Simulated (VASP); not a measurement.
Wanted: the native input for a VASP 6.6.1 run.

| Item | Value |
| --- | --- |
| Task | single point |
| Functional | PBE |
| Potentials or basis | VASP PAW PBE potentials, release 64 (Al, C, Au, N) |
| Cutoff | 520 eV |
| k mesh | 4 × 4 × 4 |
| Occupations | gaussian, width 0.02 eV |
| Spin | no spin polarisation |
| Dipole correction | no |
| Further INCAR settings | ALGO = Normal; EDIFF = 1e-07; NBANDS = 36 |

The structure of AlAuC4N4 lies in POSCAR:

```
AlAuC4N4
1.0
    6.1477328017      0.0000000000      0.0000000000
    0.0000000000      6.1477328017      0.0000000000
    0.0000000000      0.0000000000      6.1477328017
Al C Au N
1 4 1 4
Direct
    0.0000000000      0.0000000000      0.0000000000
    0.1850114862      0.1850114862      0.1850114862
    0.1850114862      0.8149885138      0.8149885138
    0.8149885138      0.1850114862      0.8149885138
    0.8149885138      0.8149885138      0.1850114862
    0.5000000000      0.5000000000      0.5000000000
    0.2942143835      0.2942143835      0.2942143835
    0.2942143835      0.7057856165      0.7057856165
    0.7057856165      0.2942143835      0.7057856165
    0.7057856165      0.7057856165      0.2942143835
```

The input as run:

INCAR

```
SYSTEM = AlAuC4N4
PREC     = Accurate       ! precision mode
ENCUT    = 520            ! plane-wave cutoff, eV
EDIFF    = 1E-7           ! SCF threshold, eV
ISMEAR   = 0              ! smearing method
SIGMA    = 0.02           ! smearing width, eV
LREAL    = .False.        ! projectors in reciprocal space
LASPH    = .True.         ! aspherical terms in the spheres
NELM     = 80             ! most SCF steps
ALGO     = Normal         ! electronic algorithm
ISIF     = 2              ! what is computed and relaxed
LWAVE    = .False.        ! write WAVECAR
LCHARG   = .False.        ! write CHGCAR
GGA      = PE             ! functional
NBANDS   = 36             ! bands
```

KPOINTS

```
Automatic mesh
0
Gamma
  4 4 4
  0 0 0
```

Potentials or basis: VASP PAW PBE potentials, release 64 (Al, C, Au, N).

Launch:

```sh
$ cat potpaw_PBE.64/Al/POTCAR potpaw_PBE.64/C/POTCAR potpaw_PBE.64/Au/POTCAR potpaw_PBE.64/N/POTCAR > POTCAR
$ mpirun -np 1 vasp_std > vasp.out
```

Results of the run:

| Item | Value |
| --- | --- |
| Pressure | 0.3 GPa |
| Largest force | 0.426 eV/Å |
| Band gap on the k mesh | 3.49 eV (least direct gap 3.51 eV) |

Caveat: spin-orbit coupling is left out, which moves the levels of the heavy elements.

It took 2.6 min on 1 thread of Oxide Virtual Turin-like Processor (shared host), peak memory 0.33 GiB.
